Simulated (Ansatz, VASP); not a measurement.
# One calculation of RbNaP3, two programs

```
CELL_PARAMETERS angstrom
3.64421 2.10399 2.93143
-3.64421 2.10399 2.93143
0.00000 -4.20798 2.93143
ATOMIC_POSITIONS crystal
Rb 0.50000 0.50000 0.50000
Na 0.00000 0.00000 0.00000
P 0.00000 0.50000 0.00000
P 0.50000 0.00000 0.00000
P 0.00000 0.00000 0.50000
```

Alike in both runs: task relaxation of cell and atoms; functional PBE; k mesh 6 × 6 × 6; occupations gaussian, width 0.1 eV; no spin polarisation.

|  | VASP | Ansatz |
| --- | --- | --- |
| version | VASP 6.6.1 | Ansatz 0.2.0 |
| potentials or method | VASP PAW PBE potentials, release 64 (Rb_sv, Na_pv, P), cutoff 600 eV | scalar-relativistic, plane waves, PAW |
| valence electrons in the cell | 31 | 33 |

```csv
,VASP,Ansatz,Ansatz less VASP
"gap on the k mesh at the Fermi level, each at its own relaxed structure (eV)",none,none,-
relaxed volume (Å³/atom),26.72,26.69,-0.036
relaxed cell length with the largest relative difference (Å),5.357,5.356,-0.0008
```

A gap of «none» marks a metal or a gap that the smearing closes. VASP's potentials hold 31 valence electrons a cell and Ansatz's 33, so a difference there can come from the potentials and not from the codes.
